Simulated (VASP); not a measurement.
# TiO2 (Pbca) in VASP: electric field gradients with LDA

Aim: the electric field gradients of TiO2 with LDA.

All numbers are computed with VASP 6.6.1; they aren't measurements. Logs are shortened: lines on timing, memory, paths and dates and some standing lists are left out, and cuts for length are marked.

### Step 1. The cell of the first run

It takes space group Pbca (No. 61, orthorhombic). Conventional cell: a = 5.145 Å, b = 9.185 Å, c = 5.447 Å, α = 90.00°, β = 90.00°, γ = 90.00°. Ti (site symmetry 1) has 6 O at 1.92 to 1.99 Å within 2.6 Å. O (site symmetry 1) has 3 Ti at 1.96 to 1.99 Å and 1 O at 2.52 Å within 2.6 Å. Within 2.6 Å of O (site symmetry 1) lie 3 Ti at 1.92 to 1.95 Å and 2 O at 2.51 to 2.52 Å.

### Step 2. Electric field gradients, LDA

Input file INCAR:

```
SYSTEM = TiO2
  ALGO = Normal
  EDIFF = 1E-8
  ENCUT = 520
  GGA = CA
  ISIF = 2
  ISMEAR = -1
  LASPH = .TRUE.
  LCHARG = .FALSE.
  LEFG = .TRUE.
  LREAL = Auto
  LWAVE = .FALSE.
  NBANDS = 114
  NELM = 60
  PREC = Accurate
  SIGMA = 0.02
```

Input file KPOINTS:

```
k-points
0
G
  5 3 4
  0 0 0
```

Input file POSCAR:

```
TiO2
1.0
    5.1450000000      0.0000000000      0.0000000000
    0.0000000000      9.1850000000      0.0000000000
    0.0000000000      0.0000000000      5.4470000000
Ti O
8 16
Direct
    0.1270000000      0.1270000000      0.8870000000
    0.6270000000      0.3730000000      0.1130000000
    0.8730000000      0.6270000000      0.6130000000
    0.3730000000      0.8730000000      0.3870000000
    0.8730000000      0.8730000000      0.1130000000
    0.3730000000      0.6270000000      0.8870000000
    0.1270000000      0.3730000000      0.3870000000
    0.6270000000      0.1270000000      0.6130000000
    0.4650000000      0.2300000000      0.8950000000
    0.9650000000      0.2700000000      0.1050000000
    0.5350000000      0.7300000000      0.6050000000
    0.0350000000      0.7700000000      0.3950000000
    0.5350000000      0.7700000000      0.1050000000
    0.0350000000      0.7300000000      0.8950000000
    0.4650000000      0.2700000000      0.3950000000
    0.9650000000      0.2300000000      0.6050000000
    0.8200000000      0.0100000000      0.8450000000
    0.3200000000      0.4900000000      0.1550000000
    0.1800000000      0.5100000000      0.6550000000
    0.6800000000      0.9900000000      0.3450000000
    0.1800000000      0.9900000000      0.1550000000
    0.6800000000      0.5100000000      0.8450000000
    0.8200000000      0.4900000000      0.3450000000
    0.3200000000      0.0100000000      0.6550000000
```

Potentials or basis: VASP PAW LDA potentials, release 64 (Ti_sv, O).

Launch:

```
cat potpaw_LDA.64/Ti_sv/POTCAR potpaw_LDA.64/O/POTCAR > POTCAR
mpirun -np 1 vasp_std > vasp.out
```

OUTCAR:

```text
SYSTEM = TiO2
   EDIFF = 1E-8
   ENCUT = 520
   GGA = CA
   ISIF = 2
   ISMEAR = -1
   LASPH = .TRUE.
   LREAL = Auto
   NELM = 60
   PREC = Accurate

 ion  position               nearest neighbor table
   1  0.127  0.127  0.887-  17 1.92  24 1.93  21 1.95  10 1.96   9 1.98  16 1.99
   2  0.627  0.373  0.113-  18 1.92  23 1.93  22 1.95   9 1.96  10 1.98  15 1.99
   3  0.873  0.627  0.613-  19 1.92  22 1.93  23 1.95  12 1.96  11 1.98  14 1.99
   4  0.373  0.873  0.387-  20 1.92  21 1.93  24 1.95  11 1.96  12 1.98  13 1.99
   5  0.873  0.873  0.113-  21 1.92  20 1.93  17 1.95  14 1.96  13 1.98  12 1.99
   6  0.373  0.627  0.887-  22 1.92  19 1.93  18 1.95  13 1.96  14 1.98  11 1.99
   7  0.127  0.373  0.387-  23 1.92  18 1.93  19 1.95  16 1.96  15 1.98  10 1.99
   8  0.627  0.127  0.613-  24 1.92  17 1.93  20 1.95  15 1.96  16 1.98   9 1.99
   9  0.465  0.230  0.895-   2 1.96   1 1.98   8 1.99
  10  0.965  0.270  0.105-   1 1.96   2 1.98   7 1.99
  11  0.535  0.730  0.605-   4 1.96   3 1.98   6 1.99
  12  0.035  0.770  0.395-   3 1.96   4 1.98   5 1.99
  13  0.535  0.770  0.105-   6 1.96   5 1.98   4 1.99
  14  0.035  0.730  0.895-   5 1.96   6 1.98   3 1.99
[... 8 lines left out ...]
  23  0.820  0.490  0.345-   7 1.92   2 1.93   3 1.95
  24  0.320  0.010  0.655-   8 1.92   1 1.93   4 1.95

  LATTYP: Found a simple orthorhombic cell.
 ALAT       =     5.1450000000
 B/A-ratio  =     1.0586977648
 C/A-ratio  =     1.7852283771

  Lattice vectors:

 A1 = (  -5.1450000000,   0.0000000000,   0.0000000000)
 A2 = (   0.0000000000,   0.0000000000,   5.4470000000)
 A3 = (   0.0000000000,   9.1850000000,   0.0000000000)

Analysis of symmetry for initial positions (statically):
=====================================================================
 Subroutine PRICEL returns:
 Original cell was already a primitive cell.

 Routine SETGRP: Setting up the symmetry group for a
 simple orthorhombic supercell.

 Subroutine GETGRP returns: Found  8 space group operations
 (whereof  2 operations were pure point group operations)
 out of a pool of  8 trial point group operations.

The static configuration has the point symmetry S_2 .
 The point group associated with its full space group is D_2h.

Analysis of symmetry for dynamics (positions and initial velocities):
=====================================================================
 Subroutine PRICEL returns:
 Original cell was already a primitive cell.

 Routine SETGRP: Setting up the symmetry group for a
 simple orthorhombic supercell.

 Subroutine GETGRP returns: Found  8 space group operations
 (whereof  2 operations were pure point group operations)
 out of a pool of  8 trial point group operations.

The dynamic configuration has the point symmetry S_2 .
 The point group associated with its full space group is D_2h.

 Subroutine INISYM returns: Found  8 space group operations
 (whereof  2 operations are pure point group operations),
 and found     1 'primitive' translations

----------------------------------------------------------------------------------------

                                     Primitive cell

  volume of cell :     257.4079

  direct lattice vectors                    reciprocal lattice vectors
     5.145000000  0.000000000  0.000000000     0.194363460  0.000000000  0.000000000
     0.000000000  9.185000000  0.000000000     0.000000000  0.108873163  0.000000000
     0.000000000  0.000000000  5.447000000     0.000000000  0.000000000  0.183587296

  length of vectors
     5.145000000  9.185000000  5.447000000     0.194363460  0.108873163  0.183587296

  position of ions in fractional coordinates (direct lattice)
     0.127000000  0.127000000  0.887000000
     0.627000000  0.373000000  0.113000000
     0.873000000  0.627000000  0.613000000
     0.373000000  0.873000000  0.387000000
     0.873000000  0.873000000  0.113000000
     0.373000000  0.627000000  0.887000000
[... 16 lines left out ...]
     0.820000000  0.490000000  0.345000000
     0.320000000  0.010000000  0.655000000

  ion indices of the primitive-cell ions
[... 96 lines left out ...]
   ISIF   =      2    stress and relaxation
   ISYM   =      2    0-nonsym 1-usesym 2-fastsym
   POTIM  = 0.5000    time-step for ionic-motion
   TEBEG  =    0.0;   TEEND  =   0.0 temperature during run
   PSTRESS=    0.0 pullay stress
   NELECT =     192.0000    total number of electrons
   NUPDOWN=      -1.0000    fix difference up-down
   EMIN   =  10.00;   EMAX   =-10.00  energy-range for DOS
   EFERMI =   0.00;   METHOD = LEGACY
   ISMEAR =    -1;   SIGMA  =   0.02  broadening in eV -4-tet -1-fermi 0-gaus
   EFERMI_NEDOS =   21; number of points for ismear=-14 and -15
   IALGO  =     38    algorithm
   IMIX   =      4    mixing-type and parameters
     AMIX     =   0.40;   BMIX     =  1.00
     AMIX_MAG =   1.60;   BMIX_MAG =  1.00
  volume/ion in A,a.u.               =      10.73        72.38
  Fermi-wavevector in a.u.,A,eV,Ry     =   1.484686  2.805650 29.991219  2.204292
  Thomas-Fermi vector in A             =   2.598192
   LORBIT       =      0    0 simple, 1 ext, 2 COOP (PROOUT), +10 PAW based schemes
   GGA     = CA    functional components
   LHFCALC =     F    Hartree Fock is set to
   AEXX    =    0.0000 exact exchange contribution
   IVDW    =     0    specifies the selected vdW correction
   LEPSILON=     F    determine dielectric tensor
   LRPA    =     F    only Hartree local field effects (RPA)
 non-spin polarized calculation
  energy-cutoff  :      520.00
  volume of cell :      257.41
 maximum number of plane-waves:      6952
 NGX is ok and might be reduce to    40
   NGX = 19   NGY = 35   NGZ = 21

 number of electron     192.0000031 magnetization

 Free energy of the ion-electron system (eV)
  ---------------------------------------------------
  ext. energy  EPLUGINS =         0.00000000
  ---------------------------------------------------
  free energy    TOTEN  =      -234.91470880 eV

  energy without entropy =     -234.91470880  energy(sigma->0) =     -234.91470880

 E-fermi :   4.3697     XC(G=0): -11.7609

 val. band max:        3.7877523393   @ k =   0.0000   0.0000   0.0000
 cond. band min:       5.8146836326   @ k =   0.0000   0.0000   0.0000
 fundamental gap:      2.0269312933
 Fermi energy:         4.3697012784

 k-point     1 :       0.0000    0.0000    0.0000
  band No.  band energies     occupation
      1     -51.9838      2.00000
      2     -51.9751      2.00000
      3     -51.9581      2.00000
      4     -51.9494      2.00000
      5     -51.9370      2.00000
      6     -51.9357      2.00000
[... 1987 lines left out ...]
    107       7.0129      0.00000
    108       7.0129      0.00000
 [bands above 108 left out]

------------------------ aborting loop because EDIFF is reached ----------------------------------------

  FORCE on cell =-STRESS in cart. coord.  units (eV):
  Direction    XX          YY          ZZ          XY          YZ          ZX
  --------------------------------------------------------------------------------------
  -------------------------------------------------------------------------------------
  Total       -7.5391412    -10.9043162    -11.7796051      0.0000000      0.0000000      0.0000000
  in kB      -46.9256766    -67.8714466    -73.3194836      0.0000000      0.0000000      0.0000000
  external PRESSURE =     -62.7055356 kB  Pullay stress =       0.0000000 kB

 VOLUME and BASIS-vectors are now :
 -----------------------------------------------------------------------------
  energy-cutoff  :      520.00
  volume of cell :      257.41
      direct lattice vectors                 reciprocal lattice vectors
     5.145000000  0.000000000  0.000000000     0.194363460  0.000000000  0.000000000
     0.000000000  9.185000000  0.000000000     0.000000000  0.108873163  0.000000000
     0.000000000  0.000000000  5.447000000     0.000000000  0.000000000  0.183587296

 POSITION                                       TOTAL-FORCE (eV/Angst)
 -----------------------------------------------------------------------------------
      0.65342      1.16650      4.83149         0.316572      0.620160      0.254505
      3.22592      3.42600      0.61551         0.316572     -0.620160     -0.254505
      4.49158      5.75900      3.33901        -0.316572      0.620160     -0.254505
      1.91908      8.01850      2.10799        -0.316572     -0.620160      0.254505
      4.49158      8.01850      0.61551        -0.316572     -0.620160     -0.254505
      1.91908      5.75900      4.83149        -0.316572      0.620160      0.254505
[... 16 lines left out ...]
      4.21890      4.50065      1.87921         0.054529      0.193233      0.363120
      1.64640      0.09185      3.56779         0.054529     -0.193233     -0.363120
 -----------------------------------------------------------------------------------
    total drift:                               -0.000000      0.000000     -0.000000

  FREE ENERGIE OF THE ION-ELECTRON SYSTEM (eV)
  ---------------------------------------------------
  free  energy   TOTEN  =      -234.9147087989 eV

  energy  without entropy=     -234.9147087989  energy(sigma->0) =     -234.91470880

 Electric field gradients (V/A^2)
---------------------------------------------------------------------
 ion       V_xx      V_yy      V_zz      V_xy      V_xz      V_yz
---------------------------------------------------------------------
   1      -4.512    -1.001     5.513    -4.712     5.685    -7.737
   2      -4.512    -1.001     5.513     4.712    -5.685    -7.737
   3      -4.512    -1.001     5.513     4.712     5.685     7.737
   4      -4.512    -1.001     5.513    -4.712    -5.685     7.737
   5      -4.512    -1.001     5.513    -4.712     5.685    -7.737
   6      -4.512    -1.001     5.513     4.712    -5.685    -7.737
[... 16 lines left out ...]
  23      -2.484     0.564     1.919     5.751     8.679     9.540
  24      -2.484     0.564     1.919    -5.751    -8.679     9.540
---------------------------------------------------------------------

 Electric field gradients after diagonalization (V/A^2)
 (convention: |V_zz| > |V_xx| > |V_yy|)
----------------------------------------------------------------------
 ion       V_xx      V_yy      V_zz     asymmetry (V_yy - V_xx)/ V_zz
----------------------------------------------------------------------
   1      -7.800    -5.827    13.627       0.145
   2      -7.800    -5.827    13.627       0.145
   3      -7.800    -5.827    13.627       0.145
   4      -7.800    -5.827    13.627       0.145
   5      -7.800    -5.827    13.627       0.145
   6      -7.800    -5.827    13.627       0.145
[... 16 lines left out ...]
  23      -9.715    -6.705    16.421       0.183
  24      -9.715    -6.705    16.421       0.183
----------------------------------------------------------------------

           NMR quadrupolar parameters

 Cq : quadrupolar parameter    Cq=e*Q*V_zz/h
 eta: asymmetry parameters     (V_yy - V_xx)/ V_zz
 Q  : nuclear electric quadrupole moment in mb (millibarn)
----------------------------------------------------------------------
 ion       Cq(MHz)       eta       Q (mb)
----------------------------------------------------------------------
   1       0.033       0.145       1.000
   2       0.033       0.145       1.000
   3       0.033       0.145       1.000
   4       0.033       0.145       1.000
   5       0.033       0.145       1.000
   6       0.033       0.145       1.000
[... 16 lines left out ...]
  23       0.040       0.183       1.000
  24       0.040       0.183       1.000
----------------------------------------------------------------------
```

Run time: 30 min. Hardware: 1 thread of Oxide Virtual Turin-like, shared host; peak memory 0.44 GiB.

Results:

| Property | Result |
| --- | --- |
| Free energy | -234.9147 eV |
| Pressure | -6.3 GPa |
| Largest force | 0.741 eV/Å |
| Band gap on the k mesh | 2.03 eV |
| Largest electric field gradient by atom | Ti +13.6; O +19.8, +16.4 (each value once) V/Å² |

Forces on the atoms (eV/Å):
```
Ti   0.317  0.620  0.255
Ti   0.317 -0.620 -0.255
Ti  -0.317  0.620 -0.255
Ti  -0.317 -0.620  0.255
Ti  -0.317 -0.620 -0.255
Ti  -0.317  0.620  0.255
Ti   0.317 -0.620  0.255
Ti   0.317  0.620 -0.255
O   -0.120 -0.166 -0.127
O   -0.120  0.166  0.127
O    0.120 -0.166  0.127
O    0.120  0.166 -0.127
O    0.120  0.166  0.127
O    0.120 -0.166 -0.127
O   -0.120  0.166 -0.127
O   -0.120 -0.166  0.127
O    0.055 -0.193  0.363
O    0.055  0.193 -0.363
O   -0.055 -0.193 -0.363
O   -0.055  0.193  0.363
O   -0.055  0.193 -0.363
O   -0.055 -0.193  0.363
O    0.055  0.193  0.363
O    0.055 -0.193 -0.363
```

Levels at points of the mesh, in eV from the valence-band top:
```csv
k point,band 93,band 94,band 95,band 96,band 97,band 98,band 99,band 100
"(0.00, 0.00, 0.00)",-0.40,-0.33,-0.24,0.00,2.03,2.73,2.78,2.80
"(0.00, 0.00, 0.50)",-0.64,-0.64,-0.58,-0.58,2.68,2.68,2.71,2.71
```

Electric field gradients, principal values (V/Å²):
```
atom   least   middle  greatest (by size)
1 Ti  -5.827   -7.800              13.627
2 Ti  -5.827   -7.800              13.627
3 Ti  -5.827   -7.800              13.627
4 Ti  -5.827   -7.800              13.627
5 Ti  -5.827   -7.800              13.627
6 Ti  -5.827   -7.800              13.627
7 Ti  -5.827   -7.800              13.627
8 Ti  -5.827   -7.800              13.627
 9 O  -4.248  -15.516              19.764
10 O  -4.248  -15.516              19.764
11 O  -4.248  -15.516              19.764
12 O  -4.248  -15.516              19.764
13 O  -4.248  -15.516              19.764
14 O  -4.248  -15.516              19.764
15 O  -4.248  -15.516              19.764
16 O  -4.248  -15.516              19.764
17 O  -6.705   -9.715              16.421
18 O  -6.705   -9.715              16.421
19 O  -6.705   -9.715              16.421
20 O  -6.705   -9.715              16.421
21 O  -6.705   -9.715              16.421
22 O  -6.705   -9.715              16.421
23 O  -6.705   -9.715              16.421
24 O  -6.705   -9.715              16.421
```

Caveat: the cell stands under tension; without QUAD_EFG the Cq values of the log hold for a quadrupole moment of 1 mb, not for the nuclei.
